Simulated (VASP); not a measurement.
Input of a VASP 6.6.1 run:

File INCAR:

```
PREC     = Accurate       # precision mode
ENCUT    = 520            # plane-wave cutoff, eV
EDIFF    = 1E-6           # SCF threshold, eV
ISMEAR   = -1             # smearing method
SIGMA    = 0.05           # smearing width, eV
LREAL    = F              # projectors in reciprocal space
LASPH    = T              # aspherical terms in the spheres
NELM     = 150            # most SCF steps
ALGO     = Normal         # electronic algorithm
ISIF     = 2              # what is computed and relaxed
LWAVE    = F              # write WAVECAR
LCHARG   = F              # write CHGCAR
ISPIN    = 2              # spin polarisation
MAGMOM   = 1 0            # initial moments
LORBIT   = 11             # projections on sites
LMAXMIX  = 4              # l up to which the mixer works
GGA      = PS             # functional
NBANDS   = 18             # bands
```

The input KPOINTS:

```
Automatic mesh
0
Gamma
  10 10 9
```

The input POSCAR:

```
AlNi
1.0
    1.9908409757     -1.9908576148      0.0000000000
    1.9908409757      1.9908576148      0.0000000000
    0.0000000000      0.0000000000      2.8065618840
Ni Al
1 1
Direct
    0.5000000000      0.5000000000      0.5000000000
    0.0000000000      0.0000000000      0.0000000000
```

Potentials or basis: VASP PAW PBE potentials, release 64 (Ni, Al).

The run is started by

```bash
$ cat potpaw_PBE.64/Ni/POTCAR potpaw_PBE.64/Al/POTCAR > POTCAR
$ mpirun -np 1 vasp_std > vasp.out
```

Estimate the net moment.

0.00 μB per cell.

Estimate the pressure.

10.2 GPa.

Caveat: the cell stands under pressure; the PAW data sets were made with another functional, which shifts forces and pressure a little.
